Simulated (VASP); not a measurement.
# Ti (Cmcm) in VASP: notebook

Ti is run at these levels: PBE; tasks: single point.

All numbers are computed with VASP 6.6.1; they aren't measurements. Logs are shortened: lines on timing, memory, paths and dates and some standing lists are left out, and cuts for length are marked.

## 1. The cell of the first run

It takes space group Cmcm (No. 63, orthorhombic). Conventional cell: a = 2.950 Å, b = 5.110 Å, c = 4.680 Å, α = 90.00°, β = 90.00°, γ = 90.00°. Ti (site symmetry m2m) has 12 Ti at 2.89 to 2.95 Å within 3.8 Å.

## 2. Single point, PBE

The input, INCAR:

```
SYSTEM = Ti
PREC = Accurate ; ENCUT = 520
EDIFF = 1E-6 ; ISMEAR = 1
SIGMA = 0.15 ; LREAL = .FALSE.
LASPH = .TRUE. ; NELM = 60
ALGO = Normal ; ISIF = 2
LWAVE = .FALSE. ; LCHARG = .TRUE.
GGA = PE ; LELF = .TRUE.
LVHAR = .TRUE. ; NBANDS = 19
```

The input, KPOINTS:

```
Automatic mesh
0
G
  11 11 6
  0 0 0
```

The input, POSCAR:

```
Ti
1.0
    2.9500000000      0.0000000000      0.0000000000
   -1.4750000000      2.5547750000      0.0000000000
    0.0000000000      0.0000000000      4.6800000000
Ti
2
Direct
    0.3352904528      0.6705809057      0.2500000000
    0.6666666667      0.3333333333      0.7500000000
```

Potentials or basis: VASP PAW PBE potentials, release 64 (Ti_sv).

Started as:

```
$ cat potpaw_PBE.64/Ti_sv/POTCAR > POTCAR
$ mpirun -np 1 vasp_std > vasp.out
```

OUTCAR:

```text
SYSTEM = Ti
   PREC = Accurate
   ENCUT = 520
   EDIFF = 1E-6
   ISMEAR = 1
   LREAL = .FALSE.
   LASPH = .TRUE.
   NELM = 60
   ISIF = 2
   GGA = PE

 ion  position               nearest neighbor table
   1  0.335  0.671  0.250-   2 2.89   2 2.89   2 2.90   2 2.90   2 2.90   2 2.90
   2  0.667  0.333  0.750-   1 2.89   1 2.89   1 2.90   1 2.90   1 2.90   1 2.90

  LATTYP: Found a hexagonal cell.
 ALAT       =     2.9500000000
 C/A-ratio  =     1.5864406780

  Lattice vectors:

 A1 = (   2.9500000000,   0.0000000000,   0.0000000000)
 A2 = (  -1.4750000000,   2.5547750000,   0.0000000000)
 A3 = (   0.0000000000,   0.0000000000,   4.6800000000)

Analysis of symmetry for initial positions (statically):
=====================================================================
 Subroutine PRICEL returns:
 Original cell was already a primitive cell.

 Routine SETGRP: Setting up the symmetry group for a
 hexagonal supercell.

 Subroutine GETGRP returns: Found  8 space group operations
 (whereof  2 operations were pure point group operations)
 out of a pool of 24 trial point group operations.

The static configuration has the point symmetry C_1h.
 The point group associated with its full space group is D_2h.

Analysis of symmetry for dynamics (positions and initial velocities):
=====================================================================
 Subroutine PRICEL returns:
 Original cell was already a primitive cell.

 Routine SETGRP: Setting up the symmetry group for a
 hexagonal supercell.

 Subroutine GETGRP returns: Found  8 space group operations
 (whereof  2 operations were pure point group operations)
 out of a pool of 24 trial point group operations.

The dynamic configuration has the point symmetry C_1h.
 The point group associated with its full space group is D_2h.

 Subroutine INISYM returns: Found  8 space group operations
 (whereof  2 operations are pure point group operations),
 and found     1 'primitive' translations

----------------------------------------------------------------------------------------

                                     Primitive cell

  volume of cell :      35.2712

  direct lattice vectors                    reciprocal lattice vectors
     2.950000000  0.000000000  0.000000000     0.338983051  0.195711951  0.000000000
    -1.475000000  2.554775000  0.000000000     0.000000000  0.391423902  0.000000000
     0.000000000  0.000000000  4.680000000     0.000000000  0.000000000  0.213675214

  length of vectors
[... 82 lines left out ...]
   EDIFF  = 0.1E-05   stopping-criterion for ELM
   LREAL  =      F    real-space projection
   EDIFFG = 0.1E-04   stopping-criterion for IOM
   NSW    =      0    number of steps for IOM
   IBRION =     -1    ionic relax: 0-MD 1-quasi-New 2-CG
   NFREE  =      0    steps in history (QN), initial steepest desc. (CG)
   ISIF   =      2    stress and relaxation
   ISYM   =      2    0-nonsym 1-usesym 2-fastsym
   POTIM  = 0.5000    time-step for ionic-motion
   TEBEG  =    0.0;   TEEND  =   0.0 temperature during run
   PSTRESS=    0.0 pullay stress
   NELECT =      24.0000    total number of electrons
   NUPDOWN=      -1.0000    fix difference up-down
   EMIN   =  10.00;   EMAX   =-10.00  energy-range for DOS
   EFERMI =   0.00;   METHOD = LEGACY
   ISMEAR =     1;   SIGMA  =   0.15  broadening in eV -4-tet -1-fermi 0-gaus
   EFERMI_NEDOS =   21; number of points for ismear=-14 and -15
   IALGO  =     38    algorithm
   IMIX   =      4    mixing-type and parameters
     AMIX     =   0.40;   BMIX     =  1.00
     AMIX_MAG =   1.60;   BMIX_MAG =  1.00
  volume/ion in A,a.u.               =      17.64       119.01
  Fermi-wavevector in a.u.,A,eV,Ry     =   1.439920  2.721054 28.209911  2.073370
  Thomas-Fermi vector in A             =   2.558722
   LORBIT       =      0    0 simple, 1 ext, 2 COOP (PROOUT), +10 PAW based schemes
   GGA     = PE    functional components
   LHFCALC =     F    Hartree Fock is set to
   AEXX    =    0.0000 exact exchange contribution
   IVDW    =     0    specifies the selected vdW correction
   LEPSILON=     F    determine dielectric tensor
   LRPA    =     F    only Hartree local field effects (RPA)
 non-spin polarized calculation
 Methfessel and Paxton  Order N= 1 SIGMA  =   0.15
  energy-cutoff  :      520.00
  volume of cell :       35.27
 maximum number of plane-waves:       971
 NGX is ok and might be reduce to    24
   NGX = 11   NGY = 11   NGZ = 17

 number of electron      24.0000002 magnetization

 Free energy of the ion-electron system (eV)
  ---------------------------------------------------
  ext. energy  EPLUGINS =         0.00000000
  ---------------------------------------------------
  free energy    TOTEN  =       -15.66606831 eV

  energy without entropy =      -15.66580422  energy(sigma->0) =      -15.66598028

 E-fermi :   8.1876     XC(G=0): -11.4261

 val. band max:        8.1812975801   @ k =   0.0000   0.0909   0.1667
 cond. band min:       8.2029001335   @ k =   0.0909   0.0909   0.0000
 fundamental gap:      0.0216025534
 Fermi energy:         8.1875649721

 k-point     1 :       0.0000    0.0000    0.0000
  band No.  band energies     occupation
      1     -48.7146      2.00000
      2     -48.5870      2.00000
      3     -25.2851      2.00000
      4     -24.6713      2.00000
      5     -24.6686      2.00000
      6     -24.6139      2.00000
[... 505 lines left out ...]
      6     -24.8244      2.00000
[... 11 lines left out ...]
     18      11.6063      0.00000
     19      12.5832      0.00000

 [... further k-points ...]

------------------------ aborting loop because EDIFF is reached ----------------------------------------

  FORCE on cell =-STRESS in cart. coord.  units (eV):
  Direction    XX          YY          ZZ          XY          YZ          ZX
  --------------------------------------------------------------------------------------
  -------------------------------------------------------------------------------------
  Total       -0.3950998     -0.3420483     -0.4042270     -0.0000000      0.0000000      0.0000000
  in kB      -17.9472075    -15.5373688    -18.3618069     -0.0000000      0.0000000      0.0000000
  external PRESSURE =     -17.2821277 kB  Pullay stress =       0.0000000 kB

 VOLUME and BASIS-vectors are now :
 -----------------------------------------------------------------------------
  energy-cutoff  :      520.00
  volume of cell :       35.27
      direct lattice vectors                 reciprocal lattice vectors
     2.950000000  0.000000000  0.000000000     0.338983051  0.195711951  0.000000000
    -1.475000000  2.554775000  0.000000000     0.000000000  0.391423902  0.000000000
     0.000000000  0.000000000  4.680000000     0.000000000  0.000000000  0.213675214

 POSITION                                       TOTAL-FORCE (eV/Angst)
 -----------------------------------------------------------------------------------
     -0.00000      1.71318      1.17000         0.000000     -0.016316     -0.000000
      1.47500      0.85159      3.51000         0.000000      0.016316      0.000000
 -----------------------------------------------------------------------------------
    total drift:                               -0.000000     -0.000023     -0.000000

  FREE ENERGIE OF THE ION-ELECTRON SYSTEM (eV)
  ---------------------------------------------------
  free  energy   TOTEN  =       -15.6660683081 eV

  energy  without entropy=      -15.6658042153  energy(sigma->0) =      -15.66598028
```

OSZICAR:

```text
N       E                     dE             d eps       ncg     rms          rms(c)
DAV:   1     0.265607140058E+03    0.26561E+03   -0.13018E+04  5480   0.157E+03
DAV:   2     0.127249640918E+02   -0.25288E+03   -0.24892E+03  5636   0.442E+02
DAV:   3    -0.164541380375E+02   -0.29179E+02   -0.28824E+02 10249   0.123E+02
DAV:   4    -0.177413918579E+02   -0.12873E+01   -0.12859E+01  6218   0.267E+01
DAV:   5    -0.178048265092E+02   -0.63435E-01   -0.63427E-01  8205   0.421E+00    0.117E+01
DAV:   6    -0.156655751657E+02    0.21393E+01   -0.78282E+00  6338   0.279E+01    0.289E+00
DAV:   7    -0.156487234890E+02    0.16852E-01   -0.69988E-01  8278   0.605E+00    0.206E+00
DAV:   8    -0.156736610191E+02   -0.24938E-01   -0.19710E-01  6086   0.511E+00    0.682E-01
DAV:   9    -0.156656656451E+02    0.79954E-02   -0.45712E-02  6316   0.212E+00    0.687E-02
DAV:  10    -0.156660093737E+02   -0.34373E-03   -0.28353E-03  7929   0.314E-01    0.807E-02
DAV:  11    -0.156660781983E+02   -0.68825E-04   -0.15193E-04  6453   0.840E-02    0.330E-02
DAV:  12    -0.156660676547E+02    0.10544E-04   -0.37884E-05  6677   0.466E-02    0.700E-03
DAV:  13    -0.156660683081E+02   -0.65347E-06   -0.10103E-06  3743   0.101E-02
   1 F= -.15666068E+02 E0= -.15665980E+02  d E =-.264093E-03
```

It took 48 s on 1 thread of AMD EPYC 9R45 (Zen 5), shared host; peak memory 0.18 GiB.

Results:

```
Free energy            : -15.6661 eV
Pressure               : -1.7 GPa
Largest force          : 0.016 eV/Å
Band gap on the k mesh : zero (band 12 reaches 8.94 eV, above the bottom of band 13 at 7.93 eV)
```

Forces in eV/Å, atoms in the order of the input:
```
Ti   0.000 -0.016  0.000
Ti   0.000  0.016  0.000
```

## 3. Single point, PBE

The input, INCAR:

```
PREC     = Accurate       # precision mode
ENCUT    = 520            # plane-wave cutoff, eV
EDIFF    = 1E-6           # SCF threshold, eV
ISMEAR   = 1              # smearing method
SIGMA    = 0.15           # smearing width, eV
LREAL    = False          # projectors in reciprocal space
LASPH    = True           # aspherical terms in the spheres
NELM     = 80             # most SCF steps
ALGO     = Normal         # electronic algorithm
ISIF     = 2              # what is computed and relaxed
LWAVE    = False          # write WAVECAR
LCHARG   = True           # write CHGCAR
GGA      = PE             # functional
LELF     = True           # ELF
LVHAR    = True         
NBANDS   = 19             # bands
```

The input, KPOINTS:

```
regular mesh
0
Gamma
  11 11 6
```

POSCAR, as its differences from that of step 2:

```diff
@@ -8,3 +8,3 @@
 Direct
-    0.3352904528      0.6705809057      0.2500000000
+    0.3372475724      0.6744951447      0.2500000000
     0.6666666667      0.3333333333      0.7500000000
```

Potentials or basis: VASP PAW PBE potentials, release 64 (Ti_sv).

Started as:

```
$ cat potpaw_PBE.64/Ti_sv/POTCAR > POTCAR
$ mpirun -np 1 vasp_std > vasp.out
```

Run time: 47 s. Hardware: 1 thread of AMD EPYC 9R45 (Zen 5), shared host; peak memory 0.18 GiB.

Results (log left out):

| Quantity | Value |
| --- | --- |
| Free energy | -15.6658 eV |
| Pressure | -1.7 GPa |
| Largest force | 0.033 eV/Å |
| Band gap on the k mesh | zero (band 12 reaches 8.93 eV, above the bottom of band 13 at 7.93 eV) |

Forces on the atoms (eV/Å):
```
Ti   0.000 -0.033  0.000
Ti   0.000  0.033  0.000
```

Stress tensor (GPa, compression positive):
```
-1.92  0.00  0.00
 0.00 -1.44  0.00
 0.00  0.00 -1.84
```

Levels at points of the mesh, in eV from the Fermi level:
```csv
k point,band 8,band 9,band 10,band 11,band 12,band 13,band 14,band 15,band 16,band 17
"(0.00, 0.00, 0.00)",-32.76,-6.19,-2.67,0.70,0.75,0.76,0.85,1.22,1.25,1.56
"(0.00, 0.00, 0.50)",-32.81,-4.35,-4.35,0.06,0.06,0.66,0.66,0.67,0.67,2.72
```
